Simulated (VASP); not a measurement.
# Tl (P6_3/mmc) in VASP: a series of runs

Tl is run at these levels: PBE; tasks: single point.

Program: VASP 6.6.1. These are calculated values, not measurements. Logs are shortened: lines on timing, memory, paths and dates and some standing lists are left out, and cuts for length are marked.

### 1 The cell of the first run

The structure is hexagonal, space group P6_3/mmc (No. 194). Conventional cell: a = 3.629 Å, b = 3.629 Å, c = 5.663 Å, α = 90.00°, β = 90.00°, γ = 120.00°. Tl (site symmetry -6m2) has 12 Tl at 3.52 to 3.63 Å within 4.6 Å.

### 2 Single point, PBE (strain +0.050 along x and y, +0.025 along z)

The input, INCAR:

```
SYSTEM = Tl
PREC = Accurate
ENCUT = 520
EDIFF = 1E-7
ISMEAR = 0
SIGMA = 0.15
LREAL = .FALSE.
LASPH = .TRUE.
NELM = 60
ALGO = Fast
ISIF = 2
LWAVE = .FALSE.
LCHARG = .FALSE.
GGA = PE
NBANDS = 20
```

The input, KPOINTS:

```
regular mesh
0
G
  18 18 10
  0 0 0
```

The input, POSCAR:

```
Tl
1.0
    3.6287982743      0.0000000000      0.0000000000
   -1.8143991372      3.1426314908      0.0000000000
    0.0000000000      0.0000000000      5.6631250000
Tl
2
Direct
    0.3333333333      0.6666666667      0.2500000000
    0.6666666667      0.3333333333      0.7500000000
```

Potentials or basis: VASP PAW PBE potentials, release 64 (Tl_d).

Started as:

```bash
$ cat potpaw_PBE.64/Tl_d/POTCAR > POTCAR
$ mpirun -np 1 vasp_std > vasp.out
```

OUTCAR:

```text
SYSTEM = Tl
   PREC = Accurate
   ENCUT = 520
   EDIFF = 1E-7
   ISMEAR = 0
   LREAL = .FALSE.
   LASPH = .TRUE.
   NELM = 60
   ISIF = 2
   GGA = PE

 ion  position               nearest neighbor table
   1  0.333  0.667  0.250-   2 3.52   2 3.52   2 3.52   2 3.52   2 3.52   2 3.52
   2  0.667  0.333  0.750-   1 3.52   1 3.52   1 3.52   1 3.52   1 3.52   1 3.52

  LATTYP: Found a hexagonal cell.
 ALAT       =     3.6287982743
 C/A-ratio  =     1.5606061765

  Lattice vectors:

 A1 = (   3.6287982743,   0.0000000000,   0.0000000000)
 A2 = (  -1.8143991372,   3.1426314908,   0.0000000000)
 A3 = (   0.0000000000,   0.0000000000,   5.6631250000)

Analysis of symmetry for initial positions (statically):
=====================================================================
 Subroutine PRICEL returns:
 Original cell was already a primitive cell.

 Routine SETGRP: Setting up the symmetry group for a
 hexagonal supercell.

 Subroutine GETGRP returns: Found 24 space group operations
 (whereof 12 operations were pure point group operations)
 out of a pool of 24 trial point group operations.

The static configuration has the point symmetry D_3d.
 The point group associated with its full space group is D_6h.

Analysis of symmetry for dynamics (positions and initial velocities):
=====================================================================
 Subroutine PRICEL returns:
 Original cell was already a primitive cell.

 Routine SETGRP: Setting up the symmetry group for a
 hexagonal supercell.

 Subroutine GETGRP returns: Found 24 space group operations
 (whereof 12 operations were pure point group operations)
 out of a pool of 24 trial point group operations.

The dynamic configuration has the point symmetry D_3d.
 The point group associated with its full space group is D_6h.

 Subroutine INISYM returns: Found 24 space group operations
 (whereof 12 operations are pure point group operations),
 and found     1 'primitive' translations

----------------------------------------------------------------------------------------

                                     Primitive cell

  volume of cell :      64.5821

  direct lattice vectors                    reciprocal lattice vectors
     3.628798274  0.000000000  0.000000000     0.275573323  0.159102332  0.000000000
    -1.814399137  3.142631491  0.000000000     0.000000000  0.318204665  0.000000000
     0.000000000  0.000000000  5.663125000     0.000000000  0.000000000  0.176580951

  length of vectors
     3.628798274  3.628798274  5.663125000     0.318204665  0.318204665  0.176580951

  position of ions in fractional coordinates (direct lattice)
     0.333333333  0.666666667  0.250000000
     0.666666667  0.333333333  0.750000000

  ion indices of the primitive-cell ions
   primitive index   ion index
                 1           1
                 2           2

----------------------------------------------------------------------------------------

 KPOINTS: regular mesh

Automatic generation of k-mesh.
 Grid dimensions read from file:
 generate k-points for:   18   18   10

 Generating k-lattice:

  Cartesian coordinates                     Fractional coordinates (reciprocal lattice)
     0.015309629  0.008839018  0.000000000     0.055555556  0.000000000  0.000000000
     0.000000000  0.017678037  0.000000000     0.000000000  0.055555556  0.000000000
     0.000000000  0.000000000  0.017658095     0.000000000  0.000000000  0.100000000

  Length of vectors
     0.017678037  0.017678037  0.017658095

  Shift w.r.t. Gamma in fractional coordinates (k-lattice)
     0.000000000  0.000000000  0.000000000

 Subroutine IBZKPT returns following result:
 ===========================================

 Found    222 irreducible k-points:

 Following reciprocal coordinates:
            Coordinates               Weight
  0.000000  0.000000  0.000000      1.000000
  0.055556  0.000000  0.000000      6.000000
  0.111111  0.000000  0.000000      6.000000
  0.166667  0.000000  0.000000      6.000000
  0.222222 -0.000000  0.000000      6.000000
  0.277778  0.000000  0.000000      6.000000
[... 16 lines left out ...]
  0.333333  0.111111  0.000000     12.000000
  0.388889  0.111111  0.000000     12.000000
 [... further k-points ...]
   k-points           NKPTS =    222   k-points in BZ     NKDIM =    222   number of bands    NBANDS=     20
   number of dos      NEDOS =    301   number of ions     NIONS =      2
   total plane-waves  NPLWV =  32928
   dimension x,y,z NGX =    28 NGY =   28 NGZ =   42
   dimension x,y,z NGXF=    56 NGYF=   56 NGZF=   84
   ions per type =               2
   NGX,Y,Z   is equivalent  to a cutoff of  12.83, 12.83, 12.33 a.u.
   NGXF,Y,Z  is equivalent  to a cutoff of  25.66, 25.66, 24.66 a.u.
 SYSTEM =  Tl
   PREC   = accura    normal or accurate (medium, high low for compatibility)
   ISTART =      0    job   : 0-new  1-cont  2-samecut
   ICHARG =      2    charge: 1-file 2-atom 10-const
   ISPIN  =      1    spin polarized calculation?
   LNONCOLLINEAR =      F non collinear calculations
   LSORBIT =      F    spin-orbit coupling
   LASPH  =      T    aspherical Exc in radial PAW
   ENCUT  =  520.0 eV  38.22 Ry    6.18 a.u.   6.75  6.75 10.53*2*pi/ulx,y,z
   NELM   =     60;   NELMIN=  2; NELMDL= -5     # of ELM steps
   EDIFF  = 0.1E-06   stopping-criterion for ELM
   LREAL  =      F    real-space projection
   EDIFFG = 0.1E-05   stopping-criterion for IOM
   NSW    =      0    number of steps for IOM
   IBRION =     -1    ionic relax: 0-MD 1-quasi-New 2-CG
   NFREE  =      0    steps in history (QN), initial steepest desc. (CG)
   ISIF   =      2    stress and relaxation
   ISYM   =      2    0-nonsym 1-usesym 2-fastsym
   POTIM  = 0.5000    time-step for ionic-motion
   TEBEG  =    0.0;   TEEND  =   0.0 temperature during run
   PSTRESS=    0.0 pullay stress
   NELECT =      26.0000    total number of electrons
   NUPDOWN=      -1.0000    fix difference up-down
   EMIN   =  10.00;   EMAX   =-10.00  energy-range for DOS
   EFERMI =   0.00;   METHOD = LEGACY
   ISMEAR =     0;   SIGMA  =   0.15  broadening in eV -4-tet -1-fermi 0-gaus
   EFERMI_NEDOS =   21; number of points for ismear=-14 and -15
   IALGO  =     68    algorithm
   IMIX   =      4    mixing-type and parameters
     AMIX     =   0.40;   BMIX     =  1.00
     AMIX_MAG =   1.60;   BMIX_MAG =  1.00
  volume/ion in A,a.u.               =      32.29       217.91
  Fermi-wavevector in a.u.,A,eV,Ry     =   1.208820  2.284339 19.881471  1.461247
  Thomas-Fermi vector in A             =   2.344417
   LORBIT       =      0    0 simple, 1 ext, 2 COOP (PROOUT), +10 PAW based schemes
   GGA     = PE    functional components
   LHFCALC =     F    Hartree Fock is set to
   AEXX    =    0.0000 exact exchange contribution
   IVDW    =     0    specifies the selected vdW correction
   LEPSILON=     F    determine dielectric tensor
   LRPA    =     F    only Hartree local field effects (RPA)
 non-spin polarized calculation
 RMM-DIIS sequential band-by-band and
 Gauss-broadening in eV      SIGMA  =   0.15
  energy-cutoff  :      520.00
  volume of cell :       64.58
 maximum number of plane-waves:      1773
 NGX is ok and might be reduce to    28
   NGX = 13   NGY = 13   NGZ = 21

 number of electron      26.0000004 magnetization

 Free energy of the ion-electron system (eV)
  ---------------------------------------------------
  ext. energy  EPLUGINS =         0.00000000
  ---------------------------------------------------
  free energy    TOTEN  =        -4.45636336 eV

  energy without entropy =       -4.44557049  energy(sigma->0) =       -4.45096693

 E-fermi :   5.3891     XC(G=0):  -9.5950

 val. band max:        5.3856208697   @ k =   0.2778   0.0556   0.3000
 cond. band min:       5.4331816723   @ k =   0.1667   0.1667   0.2000
 fundamental gap:      0.0475608026
 Fermi energy:         5.3891485843

 k-point     1 :       0.0000    0.0000    0.0000
  band No.  band energies     occupation
      1      -6.2101      2.00000
      2      -6.0604      2.00000
      3      -6.0604      2.00000
      4      -6.0540      2.00000
      5      -6.0201      2.00000
      6      -6.0201      2.00000
[... 12 lines left out ...]
     19      15.1881      0.00000
     20      15.6225      0.00000

 k-point     2 :       0.0556    0.0000    0.0000
  band No.  band energies     occupation
      1      -6.2038      2.00000
      2      -6.0794      2.00000
      3      -6.0511      2.00000
      4      -6.0331      2.00000
      5      -6.0196      2.00000
      6      -6.0114      2.00000
[... 12 lines left out ...]
     19      15.5641      0.00000
     20      15.5992      0.00000

 k-point     3 :       0.1111    0.0000    0.0000
  band No.  band energies     occupation
      1      -6.1913      2.00000
      2      -6.0965      2.00000
      3      -6.0244      2.00000
      4      -6.0209      2.00000
      5      -6.0175      2.00000
      6      -6.0151      2.00000
[... 12 lines left out ...]
     19      15.3375      0.00000
     20      16.3352      0.00000

 k-point     4 :       0.1667    0.0000    0.0000
  band No.  band energies     occupation
      1      -6.1928      2.00000
      2      -6.0966      2.00000
      3      -6.0414      2.00000
      4      -6.0332      2.00000
      5      -6.0207      2.00000
      6      -5.9833      2.00000
[... 12 lines left out ...]
     19      14.6088      0.00000
     20      16.6543      0.00000

 k-point     5 :       0.2222   -0.0000    0.0000
  band No.  band energies     occupation
      1      -6.2154      2.00000
      2      -6.0873      2.00000
      3      -6.0735      2.00000
      4      -6.0541      2.00000
      5      -6.0115      2.00000
      6      -5.9326      2.00000
[... 12 lines left out ...]
     19      14.1491      0.00000
     20      16.0651      0.00000

 k-point     6 :       0.2778    0.0000    0.0000
  band No.  band energies     occupation
      1      -6.2456      2.00000
      2      -6.1109      2.00000
      3      -6.0910      2.00000
      4      -6.0751      2.00000
      5      -5.9870      2.00000
      6      -5.8786      2.00000
[... 12 lines left out ...]
     19      13.7537      0.00000
     20      15.5830      0.00000

 k-point     7 :       0.3333    0.0000    0.0000
  band No.  band energies     occupation
      1      -6.2748      2.00000
      2      -6.1485      2.00000
      3      -6.1036      2.00000
      4      -6.0938      2.00000
      5      -5.9587      2.00000
      6      -5.8816      2.00000
[... 12 lines left out ...]
     19      13.3776      0.00000
     20      15.2074      0.00000
[... 277 lines left out ...]
 k-point    20 :       0.1667    0.1111    0.0000
  band No.  band energies     occupation
      1      -6.1805      2.00000
      2      -6.1268      2.00000
      3      -6.0911      2.00000
      4      -6.0569      2.00000
      5      -5.9933      2.00000
      6      -5.9349      2.00000
[... 12 lines left out ...]
     19      15.0966      0.00000
     20      15.1140      0.00000

 k-point    21 :       0.2222    0.1111    0.0000
  band No.  band energies     occupation
      1      -6.2085      2.00000
      2      -6.1300      2.00000
      3      -6.1087      2.00000
      4      -6.0714      2.00000
      5      -5.9816      2.00000
      6      -5.8952      2.00000
[... 12 lines left out ...]
     19      14.5647      0.00000
     20      14.7975      0.00000

 k-point    22 :       0.2778    0.1111    0.0000
  band No.  band energies     occupation
      1      -6.2362      2.00000
      2      -6.1681      2.00000
      3      -6.0985      2.00000
      4      -6.0833      2.00000
      5      -5.9624      2.00000
      6      -5.8887      2.00000
[... 12 lines left out ...]
     19      14.1701      0.00000
     20      14.5411      0.00000

 k-point    23 :       0.3333    0.1111    0.0000
  band No.  band energies     occupation
      1      -6.2586      2.00000
      2      -6.1997      2.00000
      3      -6.0973      2.00000
      4      -6.0920      2.00000
      5      -5.9394      2.00000
      6      -5.9089      2.00000
[... 12 lines left out ...]
     19      13.9005      0.00000
     20      14.3544      0.00000

 k-point    24 :       0.3889    0.1111    0.0000
  band No.  band energies     occupation
      1      -6.2731      2.00000
      2      -6.2205      2.00000
      3      -6.0995      2.00000
      4      -6.0972      2.00000
      5      -5.9218      2.00000
      6      -5.9214      2.00000
[... 12 lines left out ...]
     19      13.7422      0.00000
     20      14.2420      0.00000

 [... further k-points ...]

------------------------ aborting loop because EDIFF is reached ----------------------------------------

  FORCE on cell =-STRESS in cart. coord.  units (eV):
  Direction    XX          YY          ZZ          XY          YZ          ZX
  --------------------------------------------------------------------------------------
  -------------------------------------------------------------------------------------
  Total       -0.2909083     -0.2909083     -0.2583581      0.0000000      0.0000000      0.0000000
  in kB       -7.2169597     -7.2169597     -6.4094414      0.0000000      0.0000000      0.0000000
  external PRESSURE =      -6.9477869 kB  Pullay stress =       0.0000000 kB

 VOLUME and BASIS-vectors are now :
 -----------------------------------------------------------------------------
  energy-cutoff  :      520.00
  volume of cell :       64.58
      direct lattice vectors                 reciprocal lattice vectors
     3.628798274  0.000000000  0.000000000     0.275573323  0.159102332  0.000000000
    -1.814399137  3.142631491  0.000000000     0.000000000  0.318204665  0.000000000
     0.000000000  0.000000000  5.663125000     0.000000000  0.000000000  0.176580951

 POSITION                                       TOTAL-FORCE (eV/Angst)
 -----------------------------------------------------------------------------------
     -0.00000      2.09509      1.41578        -0.000000      0.000000      0.000000
      1.81440      1.04754      4.24734         0.000000     -0.000000      0.000000
 -----------------------------------------------------------------------------------
    total drift:                               -0.000000      0.000000     -0.000000

  FREE ENERGIE OF THE ION-ELECTRON SYSTEM (eV)
  ---------------------------------------------------
  free  energy   TOTEN  =        -4.4563633571 eV

  energy  without entropy=       -4.4455704943  energy(sigma->0) =       -4.45096693
```

Wall time 2.7 min (1 thread of Intel Xeon Platinum 8488C (Sapphire Rapids), shared host); peak memory 0.34 GiB.

Results:

```
Free energy            : -4.4564 eV
Pressure               : -0.7 GPa
Band gap on the k mesh : zero (bands 13 and 14 overlap by 5.19 eV)
```

Stress tensor (GPa, compression positive):
```
-0.72  0.00  0.00
 0.00 -0.72  0.00
 0.00  0.00 -0.64
```

Caveat: the cell differs from its parent crystal (strain +0.050 along x and y, +0.025 along z); spin-orbit coupling is left out, which moves the levels of the heavy elements.

### 3 Single point, PBE (strain +0.050 along x and y, +0.050 along z)

The input, INCAR:

```
SYSTEM = Tl
PREC = Accurate
ENCUT = 520
EDIFF = 1E-6
ISMEAR = 0
SIGMA = 0.15
LREAL = .False.
LASPH = .True.
NELM = 80
ALGO = Fast
ISIF = 2
LWAVE = .False.
LCHARG = .False.
GGA = PE
NBANDS = 20
```

The input, KPOINTS:

```
Automatic mesh
0
Gamma
  18 18 10
  0 0 0
```

Changes to POSCAR since step 2:

```diff
@@ -4,3 +4,3 @@
    -1.8143991372      3.1426314908      0.0000000000
-    0.0000000000      0.0000000000      5.6631250000
+    0.0000000000      0.0000000000      5.8012500000
 Tl
```

Potentials or basis: VASP PAW PBE potentials, release 64 (Tl_d).

Started as:

```bash
$ cat potpaw_PBE.64/Tl_d/POTCAR > POTCAR
$ mpirun -np 1 vasp_std > vasp.out
```

It took 2.5 min on 1 thread of Intel Xeon Platinum 8488C (Sapphire Rapids), shared host; peak memory 0.36 GiB.

The run converged. Its results:

- Free energy: -4.4456 eV
- Pressure: -1.3 GPa
- Band gap on the k mesh: zero (bands 13 and 14 overlap by 4.78 eV)

Stress tensor (GPa, compression positive):
```
-1.08  0.00  0.00
 0.00 -1.08  0.00
 0.00  0.00 -1.69
```

Levels at points of the mesh, in eV from the Fermi level:
```
           k point  band 9  band 10  band 11  band 12  band 13  band 14  band 15  band 16  band 17  band 18
(0.00, 0.00, 0.00)  -11.14   -11.14    -9.16    -5.20    -2.31     7.02     7.02     8.80     8.80     9.56
(0.50, 0.00, 0.00)  -11.11   -11.10    -5.69    -4.60    -0.84     0.50     1.30     3.46     3.57     7.26
(0.00, 0.00, 0.50)  -11.21   -11.21    -7.93    -7.93     2.85     2.85     7.87     7.87     7.87     7.87
(0.50, 0.00, 0.50)  -11.12   -11.12    -4.86    -4.86    -1.85    -1.85     4.99     4.99     5.39     5.39
```

Caveat: the cell differs from its parent crystal (strain +0.050 along x and y, +0.050 along z); spin-orbit coupling is left out, which moves the levels of the heavy elements.

The gap in the log of VASP goes by the Fermi energy; the results here count the filled bands.